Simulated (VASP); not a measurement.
Input of a VASP 6.6.1 run:

Contents of INCAR:

```
PREC = Accurate
ENCUT = 520
EDIFF = 1E-6
ISMEAR = -1
SIGMA = 0.02
LREAL = F
LASPH = T
NELM = 100
ALGO = Normal
ISIF = 2
LWAVE = F
LCHARG = F
GGA = PS
NBANDS = 16
```

KPOINTS

```
Automatic mesh
0
Gamma
  6 6 6
```

Contents of POSCAR:

```
ZnSe
1.0
    3.3251530431      0.0000000000      0.0000000000
    0.0000000000      3.3251530431      0.0000000000
    0.0000000000      0.0000000000      3.3251530431
Zn Se
1 1
Direct
    0.0000000000      0.0000000000      0.0000000000
    0.5000000000      0.5000000000      0.5000000000
```

Potentials or basis: VASP PAW PBE potentials, release 64 (Zn, Se).

Command:

```console
$ cat potpaw_PBE.64/Zn/POTCAR potpaw_PBE.64/Se/POTCAR > POTCAR
$ mpirun -np 1 vasp_std > vasp.out
```

Problem. What does it give for the pressure?

Solution. -2.9 GPa.

Problem. Predict the band gap on the k mesh.

Solution. Zero (band 9 reaches 4.31 eV, above the bottom of band 10 at 2.76 eV).

Caveat: the PAW data sets were made with another functional, which shifts forces and pressure a little.
